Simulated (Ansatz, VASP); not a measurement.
Mg5CdS6: VASP beside Ansatz

Contents of INCAR:

```
PREC = Accurate
ENCUT = 520
EDIFF = 1E-6
ISMEAR = 0
SIGMA = 0.1
LREAL = False
LASPH = True
NELM = 60
ALGO = Normal
ISIF = 2
LWAVE = False
LCHARG = False
GGA = PE
NBANDS = 41
```

The input KPOINTS:

```
regular mesh
0
Gamma
  6 6 1
```

POSCAR

```
Mg5CdS6
1.0
    3.7300173356      0.0000000289      0.0000000000
   -1.8650086928      3.2302897547      0.0000000000
    0.0000000000      0.0000000000     18.3097259000
Mg Cd S
5 1 6
Direct
    0.3333333333      0.6666666667      0.8358860000
    0.0000000000      0.0000000000      0.0000000000
    0.6666666667      0.3333333333      0.1641140000
    0.3333333333      0.6666666667      0.3283510000
    0.6666666667      0.3333333333      0.6716490000
    0.0000000000      0.0000000000      0.5000000000
    0.6666666667      0.3333333333      0.9179580000
    0.3333333333      0.6666666667      0.0820420000
    0.0000000000      0.0000000000      0.2461610000
    0.6666666667      0.3333333333      0.4095360000
    0.3333333333      0.6666666667      0.5904640000
    0.0000000000      0.0000000000      0.7538390000
```

Input for Ansatz:

```yaml
crystal:
  lattice:
    - [3.7300173356, 2.89e-08, 0.0]
    - [-1.8650086928, 3.2302897547, 0.0]
    - [0.0, 0.0, 18.3097259]
  atoms:
    - { symbol: Mg, position: [0.3333333333, 0.6666666667, 0.835886] }
    - { symbol: Mg, position: [0.0, 0.0, 0.0] }
    - { symbol: Mg, position: [0.6666666667, 0.3333333333, 0.164114] }
    - { symbol: Mg, position: [0.3333333333, 0.6666666667, 0.328351] }
    - { symbol: Mg, position: [0.6666666667, 0.3333333333, 0.671649] }
    - { symbol: Cd, position: [0.0, 0.0, 0.5] }
    - { symbol: S, position: [0.6666666667, 0.3333333333, 0.917958] }
    - { symbol: S, position: [0.3333333333, 0.6666666667, 0.082042] }
    - { symbol: S, position: [0.0, 0.0, 0.246161] }
    - { symbol: S, position: [0.6666666667, 0.3333333333, 0.409536] }
    - { symbol: S, position: [0.3333333333, 0.6666666667, 0.590464] }
    - { symbol: S, position: [0.0, 0.0, 0.753839] }
basis:
  ecutwfc: 420
kpoints:
  mp_grid: { grid: [6, 6, 1] }
hamiltonian:
  xc: pbe
scf:
  occupations: { method: gaussian, width: 0.1 }
  lower_state_search: "off"
output:
  forces: true
  stress: true
  eigenvalues: true
```

Alike in both runs: task single point; functional PBE; k mesh 6 × 6 × 1; occupations gaussian, width 0.1 eV; no spin polarisation.

|  | VASP | Ansatz |
| --- | --- | --- |
| version | VASP 6.6.1 | Ansatz 0.2.0 |
| potentials or method | VASP PAW PBE potentials, release 64 (Mg, Cd, S), cutoff 520 eV | scalar-relativistic, plane waves, PAW |
| valence electrons in the cell | 58 | 106 |

Ansatz gave:

* gap on the k mesh at the Fermi level (eV): 1.92
* least direct gap on the mesh (eV): 2.35
* pressure (GPa): 0.0
* traceless stress, the component that is largest in VASP (GPa): -0.06
* rms of the force components (eV/Å): 0.002

Problem. What did VASP give for the same quantities?

Solution. gap on the k mesh at the Fermi level (eV): 1.91; least direct gap on the mesh (eV): 2.34; pressure (GPa): -0.2; traceless stress, the component that is largest in VASP (GPa): -0.05; rms of the force components (eV/Å): 0.012.

Atom by atom the forces differ by 0.012 eV/Å (rms over components). VASP's potentials hold 58 valence electrons a cell and Ansatz's 106, so a difference there can come from the potentials and not from the codes.
